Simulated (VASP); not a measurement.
# Zr3SiF2 (P-3m1) in VASP: single point with PBE

Aim: the single point of Zr3SiF2 with PBE.

All numbers are computed with VASP 6.6.1; they aren't measurements. Logs are shortened: lines on timing, memory, paths and dates and some standing lists are left out, and cuts for length are marked.

## Step 1: The cell of the first run

The structure is trigonal, space group P-3m1 (No. 164). Conventional cell: a = 4.566 Å, b = 4.566 Å, c = 5.445 Å, α = 90.00°, β = 90.00°, γ = 120.00°. Within 3.5 Å of Zr (site symmetry 3m) lie 5 F at 2.64 to 2.75 Å and 3 Si at 2.91 Å and 3 Zr at 3.02 Å. Within 3.6 Å of Zr (site symmetry -3m) lie 2 Si at 2.72 Å and 6 F at 2.93 Å and 6 Zr at 3.02 Å. Within 3.6 Å of Si (site symmetry -3m) lie 8 Zr at 2.72 to 2.91 Å and 6 F at 3.01 Å. Within 3.5 Å of F (site symmetry 3m) lie 8 Zr at 2.64 to 2.93 Å and 3 Si at 3.01 Å.

## Step 2: Single point, PBE

File INCAR:

```
PREC     = Accurate       # precision mode
ENCUT    = 520            # plane-wave cutoff, eV
EDIFF    = 1E-6           # SCF threshold, eV
ISMEAR   = 0              # smearing method
SIGMA    = 0.1            # smearing width, eV
LREAL    = F              # projectors in reciprocal space
LASPH    = T              # aspherical terms in the spheres
NELM     = 100            # most SCF steps
ALGO     = Normal         # electronic algorithm
ISIF     = 2              # what is computed and relaxed
LWAVE    = F              # write WAVECAR
LCHARG   = F              # write CHGCAR
GGA      = PE             # functional
NBANDS   = 36             # bands
```

File KPOINTS:

```
Automatic mesh
0
Gamma
  6 6 4
```

File POSCAR:

```
Zr3SiF2
1.0
    4.5655930900      0.0000000000      0.0000000000
   -2.2827965500      3.9539196000      0.0000000000
    0.0000000000      0.0000000000      5.4449685400
Zr Si F
3 1 2
Direct
    0.3333333300      0.6666666700      0.7282968800
    0.6666666700      0.3333333300      0.2717031200
    0.0000000000      0.0000000000      0.0000000000
    0.0000000000      0.0000000000      0.5000000000
    0.3333333300      0.6666666700      0.2335130600
    0.6666666700      0.3333333300      0.7664869400
```

Potentials or basis: VASP PAW PBE potentials, release 64 (Zr_sv, Si, F).

Command:

```
cat potpaw_PBE.64/Zr_sv/POTCAR potpaw_PBE.64/Si/POTCAR potpaw_PBE.64/F/POTCAR > POTCAR
mpirun -np 1 vasp_std > vasp.out
```

OUTCAR:

```text
PREC = Accurate
   ENCUT = 520
   EDIFF = 1E-6
   ISMEAR = 0
   LREAL = F
   LASPH = T
   NELM = 100
   ISIF = 2
   GGA = PE

 ion  position               nearest neighbor table
   1  0.333  0.667  0.728-   6 2.64   6 2.64   6 2.64   5 2.69   5 2.75   4 2.91   4 2.91   4 2.91
                             3 3.02   3 3.02   3 3.02   2 3.62   2 3.62   2 3.62
   2  0.667  0.333  0.272-   5 2.64   5 2.64   5 2.64   6 2.69   6 2.75   4 2.91   4 2.91   4 2.91
                             3 3.02   3 3.02   3 3.02   1 3.62   1 3.62   1 3.62
   3  0.000  0.000  0.000-   4 2.72   4 2.72   1 3.02   2 3.02   2 3.02   1 3.02   2 3.02   1 3.02

   4  0.000  0.000  0.500-   3 2.72   3 2.72   1 2.91   2 2.91   2 2.91   1 2.91   2 2.91   1 2.91

   5  0.333  0.667  0.234-   2 2.64   2 2.64   2 2.64   1 2.69   1 2.75
   6  0.667  0.333  0.766-   1 2.64   1 2.64   1 2.64   2 2.69   2 2.75

  LATTYP: Found a hexagonal cell.
 ALAT       =     4.5655930900
 C/A-ratio  =     1.1926092476

  Lattice vectors:

 A1 = (   4.5655930900,   0.0000000000,   0.0000000000)
 A2 = (  -2.2827965500,   3.9539196000,   0.0000000000)
 A3 = (   0.0000000000,   0.0000000000,   5.4449685400)

Analysis of symmetry for initial positions (statically):
=====================================================================
 Subroutine PRICEL returns:
 Original cell was already a primitive cell.

 Routine SETGRP: Setting up the symmetry group for a
 hexagonal supercell.

 Subroutine GETGRP returns: Found 12 space group operations
 (whereof 12 operations were pure point group operations)
 out of a pool of 24 trial point group operations.

The static configuration has the point symmetry D_3d.

Analysis of symmetry for dynamics (positions and initial velocities):
=====================================================================
 Subroutine PRICEL returns:
 Original cell was already a primitive cell.

 Routine SETGRP: Setting up the symmetry group for a
 hexagonal supercell.

 Subroutine GETGRP returns: Found 12 space group operations
 (whereof 12 operations were pure point group operations)
 out of a pool of 24 trial point group operations.

The dynamic configuration has the point symmetry D_3d.

 Subroutine INISYM returns: Found 12 space group operations
 (whereof 12 operations are pure point group operations),
 and found     1 'primitive' translations

[... 103 lines left out ...]
   EDIFFG = 0.1E-04   stopping-criterion for IOM
   NSW    =      0    number of steps for IOM
   IBRION =     -1    ionic relax: 0-MD 1-quasi-New 2-CG
   NFREE  =      0    steps in history (QN), initial steepest desc. (CG)
   ISIF   =      2    stress and relaxation
   ISYM   =      2    0-nonsym 1-usesym 2-fastsym
   POTIM  = 0.5000    time-step for ionic-motion
   TEBEG  =    0.0;   TEEND  =   0.0 temperature during run
   PSTRESS=    0.0 pullay stress
   NELECT =      54.0000    total number of electrons
   NUPDOWN=      -1.0000    fix difference up-down
   EMIN   =  10.00;   EMAX   =-10.00  energy-range for DOS
   EFERMI =   0.00;   METHOD = LEGACY
   ISMEAR =     0;   SIGMA  =   0.10  broadening in eV -4-tet -1-fermi 0-gaus
   EFERMI_NEDOS =   21; number of points for ismear=-14 and -15
   IALGO  =     38    algorithm
   IMIX   =      4    mixing-type and parameters
     AMIX     =   0.40;   BMIX     =  1.00
     AMIX_MAG =   1.60;   BMIX_MAG =  1.00
  volume/ion in A,a.u.               =      16.38       110.55
  Fermi-wavevector in a.u.,A,eV,Ry     =   1.340806  2.533756 24.460020  1.797761
  Thomas-Fermi vector in A             =   2.469090
   LORBIT       =      0    0 simple, 1 ext, 2 COOP (PROOUT), +10 PAW based schemes
   GGA     = PE    functional components
   LHFCALC =     F    Hartree Fock is set to
   AEXX    =    0.0000 exact exchange contribution
   IVDW    =     0    specifies the selected vdW correction
   LEPSILON=     F    determine dielectric tensor
   LRPA    =     F    only Hartree local field effects (RPA)
 non-spin polarized calculation
 Gauss-broadening in eV      SIGMA  =   0.10
  energy-cutoff  :      520.00
  volume of cell :       98.29
 maximum number of plane-waves:      2667
 NGX is ok and might be reduce to    36
   NGX = 17   NGY = 17   NGZ = 21

 number of electron      54.0000011 magnetization

 Free energy of the ion-electron system (eV)
  ---------------------------------------------------
  ext. energy  EPLUGINS =         0.00000000
  ---------------------------------------------------
  free energy    TOTEN  =       -39.44308214 eV

  energy without entropy =      -39.42752522  energy(sigma->0) =      -39.43530368

 E-fermi :   8.5767     XC(G=0): -11.1489

 val. band max:        8.5095472408   @ k =   0.3333   0.1667   0.5000
 cond. band min:       8.6004316008   @ k =   0.3333  -0.0000   0.0000
 fundamental gap:      0.0908843600
 Fermi energy:         8.5767445439

 k-point     1 :       0.0000    0.0000    0.0000
  band No.  band energies     occupation
      1     -40.7545      2.00000
      2     -40.7266      2.00000
      3     -39.6333      2.00000
      4     -18.9199      2.00000
      5     -18.7871      2.00000
      6     -18.7794      2.00000
[... 925 lines left out ...]
     35      11.2241      0.00000
     36      11.8467      0.00000

------------------------ aborting loop because EDIFF is reached ----------------------------------------

  FORCE on cell =-STRESS in cart. coord.  units (eV):
  Direction    XX          YY          ZZ          XY          YZ          ZX
  --------------------------------------------------------------------------------------
  -------------------------------------------------------------------------------------
  Total        1.2686406      1.2686406      0.1395029     -0.0000000      0.0000000     -0.0000000
  in kB       20.6789648     20.6789648      2.2739114     -0.0000000      0.0000000     -0.0000000
  external PRESSURE =      14.5439470 kB  Pullay stress =       0.0000000 kB

 VOLUME and BASIS-vectors are now :
 -----------------------------------------------------------------------------
  energy-cutoff  :      520.00
  volume of cell :       98.29
      direct lattice vectors                 reciprocal lattice vectors
     4.565593090  0.000000000  0.000000000     0.219029594  0.126456795  0.000000000
    -2.282796550  3.953919600  0.000000000     0.000000000  0.252913590  0.000000000
     0.000000000  0.000000000  5.444968540     0.000000000  0.000000000  0.183655790

 POSITION                                       TOTAL-FORCE (eV/Angst)
 -----------------------------------------------------------------------------------
     -0.00000      2.63595      3.96555        -0.000000      0.000000     -1.161451
      2.28280      1.31797      1.47941         0.000000     -0.000000      1.161451
      0.00000      0.00000      0.00000         0.000000      0.000000      0.000000
      0.00000      0.00000      2.72248         0.000000      0.000000      0.000000
     -0.00000      2.63595      1.27147         0.000000      0.000000     -0.704573
      2.28280      1.31797      4.17350        -0.000000     -0.000000      0.704573
 -----------------------------------------------------------------------------------
    total drift:                                0.000000     -0.000000     -0.000000

  FREE ENERGIE OF THE ION-ELECTRON SYSTEM (eV)
  ---------------------------------------------------
  free  energy   TOTEN  =       -39.4430821378 eV

  energy  without entropy=      -39.4275252235  energy(sigma->0) =      -39.43530368
```

OSZICAR:

```text
N       E                     dE             d eps       ncg     rms          rms(c)
DAV:   1     0.495568930918E+03    0.49557E+03   -0.29623E+04  1728   0.149E+03
DAV:   2    -0.435203515825E+01   -0.49992E+03   -0.48930E+03  2024   0.412E+02
DAV:   3    -0.410345598778E+02   -0.36683E+02   -0.36009E+02  2744   0.934E+01
DAV:   4    -0.430608736767E+02   -0.20263E+01   -0.20126E+01  2504   0.188E+01
DAV:   5    -0.431183731513E+02   -0.57499E-01   -0.57463E-01  2372   0.285E+00    0.184E+01
DAV:   6    -0.395004906511E+02    0.36179E+01   -0.16152E+01  2264   0.224E+01    0.812E+00
DAV:   7    -0.394417415335E+02    0.58749E-01   -0.23262E+00  2488   0.775E+00    0.378E+00
DAV:   8    -0.394384591990E+02    0.32823E-02   -0.24498E-01  2384   0.238E+00    0.155E+00
DAV:   9    -0.394424580677E+02   -0.39989E-02   -0.78904E-02  2276   0.138E+00    0.629E-01
DAV:  10    -0.394426355479E+02   -0.17748E-03   -0.14320E-02  2388   0.643E-01    0.234E-01
DAV:  11    -0.394430741782E+02   -0.43863E-03   -0.13919E-03  2496   0.224E-01    0.719E-02
DAV:  12    -0.394430792085E+02   -0.50303E-05   -0.16395E-04  2256   0.782E-02    0.232E-02
DAV:  13    -0.394430831434E+02   -0.39349E-05   -0.18412E-05  2336   0.277E-02    0.588E-03
DAV:  14    -0.394430820521E+02    0.10912E-05   -0.14142E-06  1552   0.695E-03    0.231E-03
DAV:  15    -0.394430821378E+02   -0.85624E-07   -0.22491E-07  1136   0.323E-03
   1 F= -.39443082E+02 E0= -.39435304E+02  d E =-.155569E-01
```

stdout:

```text
POSCAR found type information on POSCAR ZrSiF
 POSCAR found :  3 types and       6 ions
 scaLAPACK will be used
 LDA part: xc-table for (Slater+PW92), standard interpolation
 POSCAR, INCAR and KPOINTS ok, starting setup
 FFT: planning ... GRIDC
 FFT: planning ... GRID_SOFT
 FFT: planning ... GRID
 WAVECAR not read
 entering main loop
```

Wall time 75 s (1 thread of Intel Xeon Platinum 8488C (Sapphire Rapids), shared host); peak memory 0.25 GiB.

What came out:

```
Free energy            : -39.4431 eV
Pressure               : 1.5 GPa
Largest force          : 1.161 eV/Å
Band gap on the k mesh : zero (band 27 reaches 8.76 eV, above the bottom of band 28 at 8.49 eV)
```

Forces on the atoms (eV/Å):
```
Zr   0.000  0.000 -1.161
Zr   0.000  0.000  1.161
Zr   0.000  0.000  0.000
Si   0.000  0.000  0.000
F    0.000  0.000 -0.705
F    0.000  0.000  0.705
```

Caveat: forces of over 1 eV/Å act on the atoms, so gaps and moduli don't describe the material at rest.
